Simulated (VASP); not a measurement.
# SnTe (F-43m) in VASP: settings compared

Aim: see how the results for SnTe move with the level of theory and the settings. Levels: PBEsol, r2SCAN+D3(BJ). Tasks: single point.

Program: VASP 6.6.1. These are calculated values, not measurements. Logs are shortened: lines on timing, memory, paths and dates and some standing lists are left out, and cuts for length are marked.

## Step 1: The cell of the first run

The structure is cubic, space group F-43m (No. 216). The conventional cell has a = 7.222 Å, b = 7.222 Å, c = 7.222 Å, α = 90.00°, β = 90.00°, γ = 90.00°. Within 4.1 Å of Te (site symmetry -43m) lie 4 Sn at 3.13 Å. Sn (site symmetry -43m) has 4 Te at 3.13 Å within 4.1 Å.

## Step 2: Single point, PBEsol, non-collinear spin, zero start, spin-orbit coupling

INCAR

```
SYSTEM = SnTe
PREC     = Accurate       ! precision mode
ENCUT    = 520            ! plane-wave cutoff, eV
EDIFF    = 1E-7           ! SCF threshold, eV
ISMEAR   = -1             ! smearing method
SIGMA    = 0.05           ! smearing width, eV
LREAL    = .FALSE.        ! projectors in reciprocal space
LASPH    = .TRUE.         ! aspherical terms in the spheres
NELM     = 150            ! most SCF steps
ALGO     = Normal         ! electronic algorithm
ISIF     = 2              ! what is computed and relaxed
LWAVE    = .FALSE.        ! write WAVECAR
LCHARG   = .FALSE.        ! write CHGCAR
MAGMOM   = 0 0 0 0 0 0    ! initial moments
LORBIT   = 11             ! projections on sites
LSORBIT  = .TRUE.         ! spin-orbit coupling
GGA_COMPAT= .FALSE.      
LORBMOM  = .TRUE.       
GGA      = PS             ! functional
NBANDS   = 32             ! bands
```

KPOINTS

```
regular mesh
0
G
  11 11 11
  0 0 0
```

POSCAR

```
SnTe
1.0
    0.0000000000      3.6111460000      3.6111460000
    3.6111460000      0.0000000000      3.6111460000
    3.6111460000      3.6111460000      0.0000000000
Te Sn
1 1
Direct
    0.2500000000      0.2500000000      0.2500000000
    0.0000000000      0.0000000000      0.0000000000
```

Potentials or basis: VASP PAW PBE potentials, release 64 (Te, Sn_d).

Command:

```console
$ cat potpaw_PBE.64/Te/POTCAR potpaw_PBE.64/Sn_d/POTCAR > POTCAR
$ mpirun -np 1 vasp_ncl > vasp.out
```

OUTCAR:

```text
SYSTEM = SnTe
   PREC = Accurate
   ENCUT = 520
   EDIFF = 1E-7
   ISMEAR = -1
   LREAL = .FALSE.
   LASPH = .TRUE.
   NELM = 150
   ISIF = 2
   LORBIT = 11
   LSORBIT = .TRUE.
   GGA = PS

 ion  position               nearest neighbor table
   1  0.250  0.250  0.250-   2 3.13   2 3.13   2 3.13   2 3.13
   2  0.000  0.000  0.000-   1 3.13   1 3.13   1 3.13   1 3.13

  LATTYP: Found a face centered cubic cell.
 ALAT       =     7.2222920000

  Lattice vectors:

 A1 = (   0.0000000000,   3.6111460000,   3.6111460000)
 A2 = (   3.6111460000,   0.0000000000,   3.6111460000)
 A3 = (   3.6111460000,   3.6111460000,   0.0000000000)

Analysis of symmetry for initial positions (statically):
=====================================================================
 Subroutine PRICEL returns:
 Original cell was already a primitive cell.

 Routine SETGRP: Setting up the symmetry group for a
 face centered cubic supercell.

 Subroutine GETGRP returns: Found 24 space group operations
 (whereof 24 operations were pure point group operations)
 out of a pool of 48 trial point group operations.

The static configuration has the point symmetry T_d .

Analysis of symmetry for dynamics (positions and initial velocities):
=====================================================================
 Subroutine PRICEL returns:
 Original cell was already a primitive cell.

 Routine SETGRP: Setting up the symmetry group for a
 face centered cubic supercell.

 Subroutine GETGRP returns: Found 24 space group operations
 (whereof 24 operations were pure point group operations)
 out of a pool of 48 trial point group operations.

The dynamic configuration has the point symmetry T_d .

Analysis of structural, dynamic, and magnetic symmetry:
=====================================================================
 Subroutine PRICEL returns:
 Original cell was already a primitive cell.

 Routine SETGRP: Setting up the symmetry group for a
 face centered cubic supercell.

 Subroutine GETGRP returns: Found 24 space group operations
 (whereof 24 operations were pure point group operations)
 out of a pool of 48 trial point group operations.

The overall configuration has the point symmetry T_d .

 Subroutine INISYM returns: Found 24 space group operations
 (whereof 24 operations are pure point group operations),
 and found     1 'primitive' translations

----------------------------------------------------------------------------------------

                                     Primitive cell

  volume of cell :      94.1814

  direct lattice vectors                    reciprocal lattice vectors
     0.000000000  3.611146000  3.611146000    -0.138460201  0.138460201  0.138460201
     3.611146000  0.000000000  3.611146000     0.138460201 -0.138460201  0.138460201
     3.611146000  3.611146000  0.000000000     0.138460201  0.138460201 -0.138460201

  length of vectors
     5.106931649  5.106931649  5.106931649     0.239820102  0.239820102  0.239820102

  position of ions in fractional coordinates (direct lattice)
     0.250000000  0.250000000  0.250000000
     0.000000000  0.000000000  0.000000000

  ion indices of the primitive-cell ions
   primitive index   ion index
                 1           1
                 2           2

----------------------------------------------------------------------------------------

 KPOINTS: regular mesh

Automatic generation of k-mesh.
 Grid dimensions read from file:
 generate k-points for:   11   11   11

 Generating k-lattice:

  Cartesian coordinates                     Fractional coordinates (reciprocal lattice)
    -0.012587291  0.012587291  0.012587291     0.090909091  0.000000000  0.000000000
     0.012587291 -0.012587291  0.012587291     0.000000000  0.090909091  0.000000000
     0.012587291  0.012587291 -0.012587291     0.000000000  0.000000000  0.090909091

  Length of vectors
[... 90 lines left out ...]
   NGX = 19   NGY = 19   NGZ = 19

 number of electron      20.0000000 magnetization       0.0000000      0.0000000      0.0000000

 number of electron      19.9999999 magnetization      -0.0000000     -0.0000000     -0.0000000

 number of electron      19.9999999 magnetization      -0.0000000     -0.0000000      0.0000000

 number of electron      19.9999999 magnetization       0.0000000      0.0000000     -0.0000000

 Free energy of the ion-electron system (eV)
  ---------------------------------------------------
  ext. energy  EPLUGINS =         0.00000000
  ---------------------------------------------------
  free energy    TOTEN  =        -7.76824367 eV

  energy without entropy =       -7.76502428  energy(sigma->0) =       -7.76663398

 E-fermi :   3.1414     XC(G=0):  -7.6310

 val. band max:        3.1073552974   @ k =   0.4545   0.4545   0.0000
 cond. band min:       3.1669504324   @ k =  -0.2727   0.4545   0.1818
 fundamental gap:      0.0595951349
 Fermi energy:         3.1413846169

 k-point     1 :       0.0000    0.0000    0.0000
  band No.  band energies     occupation
      1     -19.2480      1.00000
      2     -19.2480      1.00000
      3     -19.2480      1.00000
      4     -19.2480      1.00000
      5     -18.2171      1.00000
      6     -18.2171      1.00000
[... 829 lines left out ...]
     31       9.5660      0.00000
     32       9.6109      0.00000

 [... further k-points ...]
[... 5 lines left out ...]
  --------------------------------------------------------------------------------------
  -------------------------------------------------------------------------------------
  Total       -0.8227973     -0.8227973     -0.8227973      0.0000000      0.0000000      0.0000000
  in kB      -13.9971075    -13.9971075    -13.9971075      0.0000000      0.0000000      0.0000000
  external PRESSURE =     -13.9971075 kB  Pullay stress =       0.0000000 kB

 VOLUME and BASIS-vectors are now :
 -----------------------------------------------------------------------------
  energy-cutoff  :      520.00
  volume of cell :       94.18
      direct lattice vectors                 reciprocal lattice vectors
     0.000000000  3.611146000  3.611146000    -0.138460201  0.138460201  0.138460201
     3.611146000  0.000000000  3.611146000     0.138460201 -0.138460201  0.138460201
     3.611146000  3.611146000  0.000000000     0.138460201  0.138460201 -0.138460201

 POSITION                                       TOTAL-FORCE (eV/Angst)
 -----------------------------------------------------------------------------------
      1.80557      1.80557      1.80557         0.000000      0.000000      0.000000
      0.00000      0.00000      0.00000        -0.000000     -0.000000     -0.000000
 -----------------------------------------------------------------------------------
    total drift:                               -0.000000     -0.000000     -0.000000

  FREE ENERGIE OF THE ION-ELECTRON SYSTEM (eV)
  ---------------------------------------------------
  free  energy   TOTEN  =        -7.7682436747 eV

  energy  without entropy=       -7.7650242774  energy(sigma->0) =       -7.76663398

 orbital moment (x)

 # of ion     p       d       tot
 ----------------------------------------
  1         0.000   0.000   0.000
  2         0.000  -0.000   0.000
 ----------------------------------------
            0.000  -0.000   0.000

 orbital moment (y)

 # of ion     p       d       tot
 ----------------------------------------
  1         0.000  -0.000   0.000
  2        -0.000   0.000   0.000
 ----------------------------------------
            0.000   0.000   0.000

 orbital moment (z)

 # of ion     p       d       tot
 ----------------------------------------
  1         0.000   0.000   0.000
  2         0.000   0.000   0.000
 ----------------------------------------
            0.000   0.000   0.000

 Spin-Orbit-Coupling matrix elements

 Ion:    1  E_soc:     -0.2291938
 l=   1
     0.0000000    -0.0381993    -0.0381993
    -0.0381993     0.0000000    -0.0381993
    -0.0381993    -0.0381993     0.0000000
 l=   2
     0.0000000     0.0000094     0.0000000     0.0000094    -0.0000091
     0.0000094     0.0000000    -0.0000068     0.0000094    -0.0000023
     0.0000000    -0.0000068     0.0000000    -0.0000068     0.0000000
     0.0000094     0.0000094    -0.0000068     0.0000000    -0.0000023
    -0.0000091    -0.0000023     0.0000000    -0.0000023     0.0000000
 l=   3
     0.0000000     0.0000000     0.0000000     0.0000000     0.0000000     0.0000000     0.0000000
     0.0000000     0.0000000     0.0000000     0.0000000     0.0000000     0.0000000     0.0000000
     0.0000000     0.0000000     0.0000000     0.0000000     0.0000000     0.0000000     0.0000000
     0.0000000     0.0000000     0.0000000     0.0000000     0.0000000     0.0000000     0.0000000
     0.0000000     0.0000000     0.0000000     0.0000000     0.0000000     0.0000000     0.0000000
     0.0000000     0.0000000     0.0000000     0.0000000     0.0000000     0.0000000     0.0000000
     0.0000000     0.0000000     0.0000000     0.0000000     0.0000000     0.0000000     0.0000000

 Ion:    2  E_soc:     -0.1057639
 l=   1
     0.0000000    -0.0114691    -0.0114691
    -0.0114691     0.0000000    -0.0114691
    -0.0114691    -0.0114691     0.0000000
 l=   2
     0.0000000    -0.0012480     0.0000000    -0.0012480    -0.0049102
    -0.0012480     0.0000000    -0.0036827    -0.0012480    -0.0012276
     0.0000000    -0.0036827     0.0000000    -0.0036827     0.0000000
    -0.0012480    -0.0012480    -0.0036827     0.0000000    -0.0012276
    -0.0049102    -0.0012276     0.0000000    -0.0012276     0.0000000
 l=   3
     0.0000000     0.0000000     0.0000000     0.0000000     0.0000000     0.0000000     0.0000000
     0.0000000     0.0000000     0.0000000     0.0000000     0.0000000     0.0000000     0.0000000
     0.0000000     0.0000000     0.0000000     0.0000000     0.0000000     0.0000000     0.0000000
     0.0000000     0.0000000     0.0000000     0.0000000     0.0000000     0.0000000     0.0000000
     0.0000000     0.0000000     0.0000000     0.0000000     0.0000000     0.0000000     0.0000000
     0.0000000     0.0000000     0.0000000     0.0000000     0.0000000     0.0000000     0.0000000
     0.0000000     0.0000000     0.0000000     0.0000000     0.0000000     0.0000000     0.0000000

 total charge

# of ion       s       p       d       tot
------------------------------------------
    1        1.395   1.940   0.016   3.350
    2        1.388   0.705   9.959  12.052
--------------------------------------------------
tot          2.783   2.644   9.975  15.402

 magnetization (x)

# of ion       s       p       d       tot
------------------------------------------
    1        0.000   0.000   0.000   0.000
    2        0.000  -0.000   0.000  -0.000
--------------------------------------------------
tot          0.000   0.000   0.000   0.000

 magnetization (y)

# of ion       s       p       d       tot
------------------------------------------
    1       -0.000   0.000  -0.000  -0.000
    2        0.000  -0.000  -0.000  -0.000
--------------------------------------------------
tot         -0.000  -0.000  -0.000  -0.000

 magnetization (z)

# of ion       s       p       d       tot
------------------------------------------
    1        0.000   0.000  -0.000   0.000
    2        0.000  -0.000  -0.000   0.000
--------------------------------------------------
tot          0.000   0.000  -0.000   0.000
```

Run time: 12 min. Hardware: 1 thread of Intel Xeon Platinum 8488C (Sapphire Rapids), shared host; peak memory 0.75 GiB.

What came out:

```yaml
Free_energy: -7.7682 eV
Pressure: -1.4 GPa
Net_moment: 0.00 μB per cell
Valence_electrons_inside_the_program's_atomic_spheres: Te 3.35; Sn 12.05
```

Moments on the atoms (μB; x, y, z):
```
Te  0.00 0.00 0.00
Sn  0.00 0.00 0.00
```

Caveat: the PAW data sets were made with another functional, which shifts forces and pressure a little.

## Step 3: Single point, r2SCAN+D3(BJ)

This run uses another cell than the first one, of 45.41 Å³/atom.

POSCAR

```
SnTe
1.0
    0.0000000000      3.5677250228      3.5677250228
    3.5677250228      0.0000000000      3.5677250228
    3.5677250228      3.5677250228      0.0000000000
Te Sn
1 1
Direct
    0.2500000000      0.2500000000      0.2500000000
    0.0000000000      0.0000000000      0.0000000000
```

INCAR.step1

```
  PREC = Accurate
  ENCUT = 520
  ISMEAR = -1
  SIGMA = 0.05
  LREAL = F
  LASPH = T
  NELM = 100
  NBANDS = 17
  GGA = PE
  ALGO = Normal
  EDIFF = 1E-4
  LWAVE = T
  LCHARG = F
```

INCAR.step2

```
  PREC = Accurate
  ENCUT = 520
  EDIFF = 1E-6
  ISMEAR = -1
  SIGMA = 0.05
  LREAL = F
  LASPH = T
  NELM = 100
  ALGO = Normal
  ISIF = 2
  LWAVE = F
  LCHARG = F
  METAGGA = R2SCAN
  LMIXTAU = T
  IVDW = 12
  VDW_S6 = 1.0
  VDW_S8 = 0.78981345
  VDW_A1 = 0.49484001
  VDW_A2 = 5.73083694
  NBANDS = 17
  ISTART = 1
```

KPOINTS

```
Automatic mesh
0
Gamma
  7 7 7
```

Potentials or basis: VASP PAW PBE potentials, release 64 (Te, Sn_d).

Command:

```console
$ cat potpaw_PBE.64/Te/POTCAR potpaw_PBE.64/Sn_d/POTCAR > POTCAR
$ cp INCAR.step1 INCAR
$ mpirun -np 1 vasp_std > vasp.out
$ cp INCAR.step2 INCAR
$ mpirun -np 1 vasp_std > vasp.out
```

OUTCAR:

```text
PREC = Accurate
   ENCUT = 520
   EDIFF = 1E-6
   ISMEAR = -1
   LREAL = F
   LASPH = T
   NELM = 100
   ISIF = 2
   METAGGA = R2SCAN
   IVDW = 12
   ISTART = 1
 IVDW          = 12

 ion  position               nearest neighbor table
   1  0.250  0.250  0.250-   2 3.09   2 3.09   2 3.09   2 3.09
   2  0.000  0.000  0.000-   1 3.09   1 3.09   1 3.09   1 3.09

  LATTYP: Found a face centered cubic cell.
 ALAT       =     7.1354500456

  Lattice vectors:

[... 581 lines left out ...]

 Edisp (eV)   -0.28178

 E8    (eV) :    -0.1062

  FORCE on cell =-STRESS in cart. coord.  units (eV):
  Direction    XX          YY          ZZ          XY          YZ          ZX
  --------------------------------------------------------------------------------------
  -------------------------------------------------------------------------------------
  Total      -0.00565    -0.00565    -0.00565    -0.00000    -0.00000    -0.00000
  in kB      -0.09966    -0.09966    -0.09966    -0.00000    -0.00000    -0.00000
  external pressure =       -0.10 kB  Pullay stress =        0.00 kB

 VOLUME and BASIS-vectors are now :
 -----------------------------------------------------------------------------
  energy-cutoff  :      520.00
  volume of cell :       90.82
      direct lattice vectors                 reciprocal lattice vectors
     0.000000000  3.567725023  3.567725023    -0.140145330  0.140145330  0.140145330
     3.567725023  0.000000000  3.567725023     0.140145330 -0.140145330  0.140145330
     3.567725023  3.567725023  0.000000000     0.140145330  0.140145330 -0.140145330

 POSITION                                       TOTAL-FORCE (eV/Angst)
 -----------------------------------------------------------------------------------
      1.78386      1.78386      1.78386         0.000000      0.000000     -0.000000
      0.00000      0.00000      0.00000        -0.000000     -0.000000      0.000000
 -----------------------------------------------------------------------------------
    total drift:                                0.000002      0.000002      0.000002

  FREE ENERGIE OF THE ION-ELECTRON SYSTEM (eV)
  ---------------------------------------------------
  free  energy   TOTEN  =       -50.3483505864 eV

  energy  without entropy=      -50.3469983757  energy(sigma->0) =      -50.34767448
```

OSZICAR.step1:

```text
N       E                     dE             d eps       ncg     rms          rms(c)
DAV:   1     0.126483064210E+03    0.12648E+03   -0.91005E+03   681   0.120E+03
DAV:   2     0.549249442137E+01   -0.12099E+03   -0.11840E+03   698   0.310E+02
DAV:   3    -0.679745932353E+01   -0.12290E+02   -0.12173E+02   854   0.918E+01
DAV:   4    -0.717364379906E+01   -0.37618E+00   -0.37598E+00   793   0.170E+01
DAV:   5    -0.719099153330E+01   -0.17348E-01   -0.17347E-01   949   0.342E+00    0.477E+00
DAV:   6    -0.705748900977E+01    0.13350E+00   -0.33125E-01   863   0.269E+00    0.312E+00
DAV:   7    -0.705421939948E+01    0.32696E-02   -0.83263E-02   723   0.109E+00    0.109E+00
DAV:   8    -0.705543815725E+01   -0.12188E-02   -0.10437E-02   775   0.686E-01    0.248E-01
DAV:   9    -0.705609519811E+01   -0.65704E-03   -0.23253E-03   734   0.309E-01    0.671E-02
DAV:  10    -0.705623236660E+01   -0.13717E-03   -0.41055E-04   774   0.111E-01    0.425E-02
DAV:  11    -0.705637646760E+01   -0.14410E-03   -0.27124E-04   692   0.721E-02    0.455E-02
DAV:  12    -0.705637612689E+01    0.34071E-06   -0.77097E-06   531   0.169E-02
   1 F= -.70563761E+01 E0= -.70553155E+01  d E =-.212117E-02
```

It took 2.3 min on 1 thread of Intel Xeon Platinum 8488C (Sapphire Rapids), shared host; peak memory 0.26 GiB.

What came out:

- Free energy: -50.3484 eV
- Pressure: 0.0 GPa
- Band gap on the k mesh: 0.31 eV (least direct gap 0.88 eV)
- Dispersion energy per atom: -0.141 eV

Levels at points of the mesh, in eV from the valence-band top:
```tsv
k point	band 8	band 9	band 10	band 11	band 12	band 13
(0.00, 0.00, 0.00)	-2.06	-2.06	-2.06	1.21	1.21	1.21
```

Caveat: semilocal functionals underestimate gaps, and a narrow one can read as zero; the PAW data sets were made with another functional, which shifts forces and pressure a little; spin-orbit coupling is left out, which moves the levels of the heavy elements; an odd mesh through Γ misses points on the zone boundary, where band edges can lie.
